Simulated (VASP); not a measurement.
Wanted: the native input for a VASP 6.6.1 run.

| Item | Value |
| --- | --- |
| Task | single point |
| Functional | PBE |
| Potentials or basis | VASP PAW PBE potentials, release 64 (K_sv) |
| Cutoff | 520 eV |
| k mesh | 9 × 9 × 9 |
| Occupations | gaussian, width 0.3 eV |
| Spin | no spin polarisation |
| Dipole correction | no |
| Further INCAR settings | ALGO = Normal; EDIFF = 1e-06; NBANDS = 10 |

The structure of K lies in POSCAR:

```
K
1.0
   -2.6417142217      2.6417142217      2.6417142217
    2.6417142217     -2.6417142217      2.6417142217
    2.6417142217      2.6417142217     -2.6417142217
K
1
Direct
    0.0000000000      0.0000000000      0.0000000000
```

One way to write it, as run:

INCAR

```
ALGO = Normal
EDIFF = 1E-6
ENCUT = 520
GGA = PE
ISIF = 2
ISMEAR = 0
LASPH = T
LCHARG = F
LREAL = F
LWAVE = F
NBANDS = 10
NELM = 60
PREC = Accurate
SIGMA = 0.3
```

KPOINTS

```
k-points
0
Gamma
  9 9 9
```

Potentials or basis: VASP PAW PBE potentials, release 64 (K_sv).

Launch:

```sh
$ cat potpaw_PBE.64/K_sv/POTCAR > POTCAR
$ mpirun -np 1 vasp_std > vasp.out
```

It gave:

```json
{
 "Pressure": "0.0 GPa",
 "Band gap on the k mesh": "zero (an odd number of electrons rules out a gap without spin polarisation)"
}
```

Caveat: so wide a smearing shifts energies and pressures.

Wall time 30 s on 1 thread of AMD EPYC 7R13, with other jobs on the host, peak memory 0.17 GiB.
